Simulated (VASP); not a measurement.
# K (P4/mmm) in VASP: further runs

K is run at these levels: PBEsol; tasks: single point.

Everything below comes from runs of VASP 6.6.1. Logs are shortened: lines on timing, memory, paths and dates and some standing lists are left out, and cuts for length are marked.

## 1. The cell of the first run

The structure is tetragonal, space group P4/mmm (No. 123). Conventional cell: a = 4.310 Å, b = 4.310 Å, c = 4.095 Å, α = 90.00°, β = 90.00°, γ = 90.00°. K (site symmetry 4/mmm) has 6 K at 4.09 to 4.31 Å within 5.4 Å.

## 2. Single point, PBEsol (strain -0.0500 x Voigt [1, 0, 0, 0, 0, 0])

INCAR

```
SYSTEM = K
PREC = Accurate
ENCUT = 520
EDIFF = 1E-6
ISMEAR = 0
SIGMA = 0.15
LREAL = .FALSE.
LASPH = .TRUE.
NELM = 60
ALGO = Fast
ISIF = 2
LWAVE = .FALSE.
LCHARG = .FALSE.
GGA = PS
NBANDS = 10
```

KPOINTS

```
regular mesh
0
G
  12 12 12
  0 0 0
```

POSCAR

```
K
1.0
    4.0949175155      0.0000000000      0.0000000000
    0.0000000000      4.3104394900      0.0000000000
    0.0000000000      0.0000000000      4.3104394900
K
1
Direct
    0.0000000000      0.0000000000      0.0000000000
```

Potentials or basis: VASP PAW PBE potentials, release 64 (K_sv).

Started as:

```sh
$ cat potpaw_PBE.64/K_sv/POTCAR > POTCAR
$ mpirun -np 1 vasp_std > vasp.out
```

OUTCAR:

```text
SYSTEM = K
   PREC = Accurate
   ENCUT = 520
   EDIFF = 1E-6
   ISMEAR = 0
   LREAL = .FALSE.
   LASPH = .TRUE.
   NELM = 60
   ISIF = 2
   GGA = PS

 ion  position               nearest neighbor table
   1  0.000  0.000  0.000-

  LATTYP: Found a simple tetragonal cell.
 ALAT       =     4.3104394900
 C/A-ratio  =     0.9500000000

  Lattice vectors:

 A1 = (   0.0000000000,   4.3104394900,   0.0000000000)
 A2 = (   0.0000000000,   0.0000000000,   4.3104394900)
 A3 = (   4.0949175155,   0.0000000000,   0.0000000000)

Analysis of symmetry for initial positions (statically):
=====================================================================
 Subroutine PRICEL returns:
 Original cell was already a primitive cell.

 Routine SETGRP: Setting up the symmetry group for a
 simple tetragonal supercell.

 Subroutine GETGRP returns: Found 16 space group operations
 (whereof 16 operations were pure point group operations)
 out of a pool of 16 trial point group operations.

The static configuration has the point symmetry D_4h.

Analysis of symmetry for dynamics (positions and initial velocities):
=====================================================================
 Subroutine PRICEL returns:
 Original cell was already a primitive cell.

 Routine SETGRP: Setting up the symmetry group for a
 simple tetragonal supercell.

 Subroutine GETGRP returns: Found 16 space group operations
 (whereof 16 operations were pure point group operations)
 out of a pool of 16 trial point group operations.

The dynamic configuration has the point symmetry D_4h.

 Subroutine INISYM returns: Found 16 space group operations
 (whereof 16 operations are pure point group operations),
 and found     1 'primitive' translations

----------------------------------------------------------------------------------------

                                     Primitive cell

  volume of cell :      76.0831

  direct lattice vectors                    reciprocal lattice vectors
     4.094917515  0.000000000  0.000000000     0.244205163  0.000000000  0.000000000
     0.000000000  4.310439490  0.000000000     0.000000000  0.231994905  0.000000000
     0.000000000  0.000000000  4.310439490     0.000000000  0.000000000  0.231994905

  length of vectors
     4.094917515  4.310439490  4.310439490     0.244205163  0.231994905  0.231994905

  position of ions in fractional coordinates (direct lattice)
     0.000000000  0.000000000  0.000000000

  ion indices of the primitive-cell ions
   primitive index   ion index
                 1           1

----------------------------------------------------------------------------------------

 KPOINTS: regular mesh

Automatic generation of k-mesh.
 Grid dimensions read from file:
 generate k-points for:   12   12   12

 Generating k-lattice:

  Cartesian coordinates                     Fractional coordinates (reciprocal lattice)
     0.020350430  0.000000000  0.000000000     0.083333333  0.000000000  0.000000000
     0.000000000  0.019332909  0.000000000     0.000000000  0.083333333  0.000000000
     0.000000000  0.000000000  0.019332909     0.000000000  0.000000000  0.083333333

  Length of vectors
     0.020350430  0.019332909  0.019332909

  Shift w.r.t. Gamma in fractional coordinates (k-lattice)
     0.000000000  0.000000000  0.000000000

 Subroutine IBZKPT returns following result:
 ===========================================

 Found    196 irreducible k-points:

 Following reciprocal coordinates:
            Coordinates               Weight
  0.000000  0.000000  0.000000      1.000000
  0.083333  0.000000  0.000000      2.000000
  0.166667  0.000000  0.000000      2.000000
  0.250000  0.000000  0.000000      2.000000
  0.333333  0.000000  0.000000      2.000000
  0.416667  0.000000  0.000000      2.000000
[... 16 lines left out ...]
  0.083333  0.250000  0.000000      8.000000
  0.166667  0.250000  0.000000      8.000000
 [... further k-points ...]
   k-points           NKPTS =    196   k-points in BZ     NKDIM =    196   number of bands    NBANDS=     10
   number of dos      NEDOS =    301   number of ions     NIONS =      1
   total plane-waves  NPLWV =  30720
   dimension x,y,z NGX =    30 NGY =   32 NGZ =   32
   dimension x,y,z NGXF=    60 NGYF=   64 NGZF=   64
   ions per type =               1
   NGX,Y,Z   is equivalent  to a cutoff of  12.18, 12.34, 12.34 a.u.
   NGXF,Y,Z  is equivalent  to a cutoff of  24.36, 24.68, 24.68 a.u.
 SYSTEM =  K
   PREC   = accura    normal or accurate (medium, high low for compatibility)
   ISTART =      0    job   : 0-new  1-cont  2-samecut
   ICHARG =      2    charge: 1-file 2-atom 10-const
   ISPIN  =      1    spin polarized calculation?
   LNONCOLLINEAR =      F non collinear calculations
   LSORBIT =      F    spin-orbit coupling
   LASPH  =      T    aspherical Exc in radial PAW
   ENCUT  =  520.0 eV  38.22 Ry    6.18 a.u.   7.61  8.01  8.01*2*pi/ulx,y,z
   NELM   =     60;   NELMIN=  2; NELMDL= -5     # of ELM steps
   EDIFF  = 0.1E-05   stopping-criterion for ELM
   LREAL  =      F    real-space projection
   EDIFFG = 0.1E-04   stopping-criterion for IOM
   NSW    =      0    number of steps for IOM
   IBRION =     -1    ionic relax: 0-MD 1-quasi-New 2-CG
   NFREE  =      0    steps in history (QN), initial steepest desc. (CG)
   ISIF   =      2    stress and relaxation
   ISYM   =      2    0-nonsym 1-usesym 2-fastsym
   POTIM  = 0.5000    time-step for ionic-motion
   TEBEG  =    0.0;   TEEND  =   0.0 temperature during run
   PSTRESS=    0.0 pullay stress
   NELECT =       9.0000    total number of electrons
   NUPDOWN=      -1.0000    fix difference up-down
   EMIN   =  10.00;   EMAX   =-10.00  energy-range for DOS
   EFERMI =   0.00;   METHOD = LEGACY
   ISMEAR =     0;   SIGMA  =   0.15  broadening in eV -4-tet -1-fermi 0-gaus
   EFERMI_NEDOS =   21; number of points for ismear=-14 and -15
   IALGO  =     68    algorithm
   IMIX   =      4    mixing-type and parameters
     AMIX     =   0.40;   BMIX     =  1.00
     AMIX_MAG =   1.60;   BMIX_MAG =  1.00
  volume/ion in A,a.u.               =      76.08       513.43
  Fermi-wavevector in a.u.,A,eV,Ry     =   0.803636  1.518653  8.787070  0.645831
  Thomas-Fermi vector in A             =   1.911541
   LORBIT       =      0    0 simple, 1 ext, 2 COOP (PROOUT), +10 PAW based schemes
   GGA     = PS    functional components
   LHFCALC =     F    Hartree Fock is set to
   AEXX    =    0.0000 exact exchange contribution
   IVDW    =     0    specifies the selected vdW correction
   LEPSILON=     F    determine dielectric tensor
   LRPA    =     F    only Hartree local field effects (RPA)
 non-spin polarized calculation
 RMM-DIIS sequential band-by-band and
 Gauss-broadening in eV      SIGMA  =   0.15
  energy-cutoff  :      520.00
  volume of cell :       76.08
 maximum number of plane-waves:      2084
   NGX = 15   NGY = 17   NGZ = 17

 number of electron       9.0000003 magnetization

 Free energy of the ion-electron system (eV)
  ---------------------------------------------------
  ext. energy  EPLUGINS =         0.00000000
  ---------------------------------------------------
  free energy    TOTEN  =        -1.02589272 eV

  energy without entropy =       -1.01684970  energy(sigma->0) =       -1.02137121

 E-fermi :  -0.2071     XC(G=0):  -5.6064

 val. band max:       -0.2118310861   @ k =   0.2500   0.4167   0.0833
 cond. band min:      -0.1899848851   @ k =   0.0833   0.5000   0.0833
 fundamental gap:      0.0218462010
 Fermi energy:        -0.2070855822

 k-point     1 :       0.0000    0.0000    0.0000
  band No.  band energies     occupation
      1     -32.4000      2.00000
      2     -15.8994      2.00000
      3     -15.8994      2.00000
      4     -15.8866      2.00000
      5      -2.3309      2.00000
      6       2.6074      0.00000
      7       2.7309      0.00000
      8       5.9715      0.00000
      9       6.0418      0.00000
     10       6.0445      0.00000

 k-point     2 :       0.0833    0.0000    0.0000
  band No.  band energies     occupation
      1     -32.3995      2.00000
      2     -15.8986      2.00000
      3     -15.8986      2.00000
      4     -15.8959      2.00000
      5      -2.2587      2.00000
      6       2.6467      0.00000
      7       2.7019      0.00000
      8       5.6075      0.00000
      9       5.6096      0.00000
     10       5.9822      0.00000

 k-point     3 :       0.1667    0.0000    0.0000
  band No.  band energies     occupation
      1     -32.3980      2.00000
      2     -15.9212      2.00000
      3     -15.8963      2.00000
      4     -15.8963      2.00000
      5      -2.0450      2.00000
      6       2.5426      0.00000
      7       2.7602      0.00000
      8       5.1770      0.00000
      9       5.1788      0.00000
     10       5.9463      0.00000

 k-point     4 :       0.2500    0.0000    0.0000
  band No.  band energies     occupation
      1     -32.3959      2.00000
      2     -15.9556      2.00000
      3     -15.8931      2.00000
      4     -15.8931      2.00000
      5      -1.6984      2.00000
      6       2.1238      0.00000
      7       2.9322      0.00000
      8       4.8152      0.00000
      9       4.8153      0.00000
     10       5.8590      0.00000
[... 222 lines left out ...]
 k-point    22 :       0.0000    0.2500    0.0000
  band No.  band energies     occupation
      1     -32.3979      2.00000
      2     -15.9424      2.00000
      3     -15.8958      2.00000
      4     -15.8832      2.00000
      5      -1.7643      2.00000
      6       1.7943      0.00000
      7       2.9465      0.00000
      8       4.8350      0.00000
      9       5.2419      0.00000
     10       5.5405      0.00000

 k-point    23 :       0.0833    0.2500    0.0000
  band No.  band energies     occupation
      1     -32.3974      2.00000
      2     -15.9414      2.00000
      3     -15.8949      2.00000
      4     -15.8924      2.00000
      5      -1.6946      2.00000
      6       1.8440      0.00000
      7       2.9431      0.00000
      8       4.8432      0.00000
      9       4.8514      0.00000
     10       5.8234      0.00000

 k-point    24 :       0.1667    0.2500    0.0000
  band No.  band energies     occupation
      1     -32.3959      2.00000
      2     -15.9387      2.00000
      3     -15.9172      2.00000
      4     -15.8927      2.00000
      5      -1.4891      2.00000
      6       1.9887      0.00000
      7       2.8534      0.00000
      8       4.3423      0.00000
      9       4.8839      0.00000
     10       5.6157      0.00000

 [... further k-points ...]

------------------------ aborting loop because EDIFF is reached ----------------------------------------

  FORCE on cell =-STRESS in cart. coord.  units (eV):
  Direction    XX          YY          ZZ          XY          YZ          ZX
  --------------------------------------------------------------------------------------
  -------------------------------------------------------------------------------------
  Total        0.1666254     -0.0819597     -0.0819597     -0.0000000      0.0000000      0.0000000
  in kB        3.5088402     -1.7259271     -1.7259271     -0.0000000      0.0000000      0.0000000
  external PRESSURE =       0.0189954 kB  Pullay stress =       0.0000000 kB

 VOLUME and BASIS-vectors are now :
 -----------------------------------------------------------------------------
  energy-cutoff  :      520.00
  volume of cell :       76.08
      direct lattice vectors                 reciprocal lattice vectors
     4.094917515  0.000000000  0.000000000     0.244205163  0.000000000  0.000000000
     0.000000000  4.310439490  0.000000000     0.000000000  0.231994905  0.000000000
     0.000000000  0.000000000  4.310439490     0.000000000  0.000000000  0.231994905

 POSITION                                       TOTAL-FORCE (eV/Angst)
 -----------------------------------------------------------------------------------
      0.00000      0.00000      0.00000         0.000000      0.000000      0.000000
 -----------------------------------------------------------------------------------
    total drift:                                0.000000      0.000000      0.000000

  FREE ENERGIE OF THE ION-ELECTRON SYSTEM (eV)
  ---------------------------------------------------
  free  energy   TOTEN  =        -1.0258927219 eV

  energy  without entropy=       -1.0168497004  energy(sigma->0) =       -1.02137121
```

Wall time 39 s (1 thread of Intel Xeon 6975P-C (Granite Rapids), shared host); peak memory 0.26 GiB.

What came out:

* Free energy: -1.0259 eV
* Pressure: 0.0 GPa

Caveat: the cell differs from its parent crystal (strain -0.0500 x Voigt [1, 0, 0, 0, 0, 0]); the PAW data sets were made with another functional, which shifts forces and pressure a little.

## 3. Single point, PBEsol (strain -0.0250 x Voigt [1, 0, 0, 0, 0, 0])

INCAR

```
SYSTEM = K
  PREC = Accurate
  ENCUT = 520
  EDIFF = 1E-6
  ISMEAR = 0
  SIGMA = 0.15
  LREAL = .FALSE.
  LASPH = .TRUE.
  NELM = 80
  ALGO = Fast
  ISIF = 2
  LWAVE = .FALSE.
  LCHARG = .FALSE.
  GGA = PS
  NBANDS = 10
```

KPOINTS

```
Automatic mesh
0
G
  12 12 12
  0 0 0
```

POSCAR, as its differences from that of step 2:

```diff
@@ -2,3 +2,3 @@
 1.0
-    4.0949175155      0.0000000000      0.0000000000
+    4.2026785028      0.0000000000      0.0000000000
     0.0000000000      4.3104394900      0.0000000000
```

Potentials or basis: VASP PAW PBE potentials, release 64 (K_sv).

Started as:

```sh
$ cat potpaw_PBE.64/K_sv/POTCAR > POTCAR
$ mpirun -np 1 vasp_std > vasp.out
```

Run time: 35 s. Hardware: 1 thread of Intel Xeon 6975P-C (Granite Rapids), shared host; peak memory 0.27 GiB.

The run converged. Its results:

* Free energy: -1.0286 eV
* Pressure: -0.1 GPa

Stress tensor (GPa, compression positive):
```
 0.07  0.00  0.00
 0.00 -0.16  0.00
 0.00  0.00 -0.16
```

Levels at points of the mesh, in eV from the Fermi level:
```csv
k point,band 1,band 2,band 3,band 4,band 5,band 6,band 7,band 8,band 9
"(0.00, 0.00, 0.00)",-32.20,-15.70,-15.70,-15.70,-2.09,2.85,2.91,6.20,6.25
"(0.50, 0.00, 0.00)",-32.19,-15.80,-15.69,-15.69,0.04,0.23,3.53,4.59,4.59
"(0.00, 0.50, 0.00)",-32.20,-15.79,-15.69,-15.69,-0.09,0.15,3.48,4.63,4.82
"(0.50, 0.50, 0.00)",-32.19,-15.79,-15.77,-15.69,1.13,2.14,2.19,2.24,5.02
"(0.00, 0.50, 0.50)",-32.19,-15.78,-15.78,-15.68,1.12,2.01,2.10,2.10,5.22
"(0.50, 0.50, 0.50)",-32.19,-15.78,-15.76,-15.76,2.25,2.25,2.36,4.29,4.34
```

Caveat: the cell differs from its parent crystal (strain -0.0250 x Voigt [1, 0, 0, 0, 0, 0]); the PAW data sets were made with another functional, which shifts forces and pressure a little.

## 4. Single point, PBEsol (strain +0.0250 x Voigt [1, 0, 0, 0, 0, 0])

INCAR

```
SYSTEM = K
PREC = Accurate
ENCUT = 520
EDIFF = 1E-6
ISMEAR = 0
SIGMA = 0.15
LREAL = .False.
LASPH = .True.
NELM = 60
ALGO = Fast
ISIF = 2
LWAVE = .False.
LCHARG = .False.
GGA = PS
NBANDS = 10
```

KPOINTS

```
regular mesh
0
Gamma
  12 12 12
  0 0 0
```

POSCAR, as its differences from that of step 3:

```diff
@@ -2,3 +2,3 @@
 1.0
-    4.2026785028      0.0000000000      0.0000000000
+    4.4182004772      0.0000000000      0.0000000000
     0.0000000000      4.3104394900      0.0000000000
```

Started as:

```sh
$ cat potpaw_PBE.64/K_sv/POTCAR > POTCAR
$ mpirun -np 1 vasp_std > vasp.out
```

Wall time 38 s (1 thread of Intel Xeon 6975P-C (Granite Rapids), shared host); peak memory 0.29 GiB.

The run converged. Its results:

```yaml
Free_energy: -1.0254 eV
Pressure: -0.2 GPa
```

Stress tensor (GPa, compression positive):
```
-0.32  0.00  0.00
 0.00 -0.14  0.00
 0.00  0.00 -0.14
```

Levels at points of the mesh, in eV from the Fermi level:
```csv
k point,band 1,band 2,band 3,band 4,band 5,band 6,band 7,band 8,band 9
"(0.00, 0.00, 0.00)",-32.22,-15.73,-15.72,-15.72,-2.02,2.84,2.91,5.95,6.17
"(0.50, 0.00, 0.00)",-32.22,-15.80,-15.72,-15.72,-0.14,0.13,3.44,4.70,4.70
"(0.00, 0.50, 0.00)",-32.22,-15.81,-15.72,-15.72,-0.02,0.21,3.49,4.48,4.66
"(0.50, 0.50, 0.00)",-32.22,-15.80,-15.79,-15.71,1.16,1.98,2.04,2.08,5.05
"(0.00, 0.50, 0.50)",-32.21,-15.80,-15.80,-15.71,1.18,2.10,2.16,2.16,4.95
"(0.50, 0.50, 0.50)",-32.21,-15.79,-15.79,-15.78,2.23,2.33,2.33,4.15,4.16
```

Caveat: the cell differs from its parent crystal (strain +0.0250 x Voigt [1, 0, 0, 0, 0, 0]); the PAW data sets were made with another functional, which shifts forces and pressure a little.

## 5. Single point, PBEsol (strain +0.0500 x Voigt [1, 0, 0, 0, 0, 0])

INCAR

```
SYSTEM = K
ALGO     = Fast           ! electronic algorithm
EDIFF    = 1E-6           ! SCF threshold, eV
ENCUT    = 520            ! plane-wave cutoff, eV
GGA      = PS             ! functional
ISIF     = 2              ! what is computed and relaxed
ISMEAR   = 0              ! smearing method
LASPH    = .TRUE.         ! aspherical terms in the spheres
LCHARG   = .FALSE.        ! write CHGCAR
LREAL    = .FALSE.        ! projectors in reciprocal space
LWAVE    = .FALSE.        ! write WAVECAR
NBANDS   = 10             ! bands
NELM     = 80             ! most SCF steps
PREC     = Accurate       ! precision mode
SIGMA    = 0.15           ! smearing width, eV
```

KPOINTS

```
k-points
0
G
  12 12 12
  0 0 0
```

POSCAR, as its differences from that of step 4:

```diff
@@ -2,3 +2,3 @@
 1.0
-    4.4182004772      0.0000000000      0.0000000000
+    4.5259614645      0.0000000000      0.0000000000
     0.0000000000      4.3104394900      0.0000000000
```

Started as:

```sh
$ cat potpaw_PBE.64/K_sv/POTCAR > POTCAR
$ mpirun -np 1 vasp_std > vasp.out
```

It took 38 s on 1 thread of Intel Xeon 6975P-C (Granite Rapids), shared host; peak memory 0.29 GiB.

Results (log left out):

```yaml
Free_energy: -1.0206 eV
Pressure: -0.2 GPa
```

Stress tensor (GPa, compression positive):
```
-0.46  0.00  0.00
 0.00 -0.13  0.00
 0.00  0.00 -0.13
```

Levels at points of the mesh, in eV from the Fermi level:
| k point | band 2 | band 3 | band 4 | band 5 | band 6 | band 7 |
| --- | --- | --- | --- | --- | --- | --- |
| (0.00, 0.00, 0.00) | -15.75 | -15.74 | -15.74 | -1.99 | 2.80 | 2.93 |
| (0.50, 0.00, 0.00) | -15.80 | -15.73 | -15.73 | -0.23 | 0.09 | 3.41 |
| (0.00, 0.50, 0.00) | -15.82 | -15.74 | -15.73 | 0.02 | 0.23 | 3.48 |
| (0.50, 0.50, 0.00) | -15.81 | -15.79 | -15.73 | 1.18 | 1.90 | 1.95 |
| (0.00, 0.50, 0.50) | -15.81 | -15.81 | -15.73 | 1.20 | 2.15 | 2.19 |
| (0.50, 0.50, 0.50) | -15.80 | -15.80 | -15.78 | 2.17 | 2.36 | 2.36 |

Caveat: the cell differs from its parent crystal (strain +0.0500 x Voigt [1, 0, 0, 0, 0, 0]); the PAW data sets were made with another functional, which shifts forces and pressure a little.

## 6. Overview

| cell | gap on the mesh (eV) | pressure (GPa) |
| --- | --- | --- |
| a = 4.095, b = 4.310, c = 4.310 Å, 1 atom | none | 0.0 |
| a = 4.203, b = 4.310, c = 4.310 Å, 1 atom | none | -0.1 |
| a = 4.418, b = 4.310, c = 4.310 Å, 1 atom | none | -0.2 |
| a = 4.526, b = 4.310, c = 4.310 Å, 1 atom | none | -0.2 |

Alike in all rows: task single point; level PBEsol; potentials or basis VASP PAW PBE potentials, release 64 (K_sv); no spin polarisation; k mesh 12 × 12 × 12; cutoff (eV) 520; smearing gaussian 0.15 eV.

Caveats: the PAW data sets were made with another functional, which shifts forces and pressure a little.

Absolute energies hang on the potentials; compare differences alone.
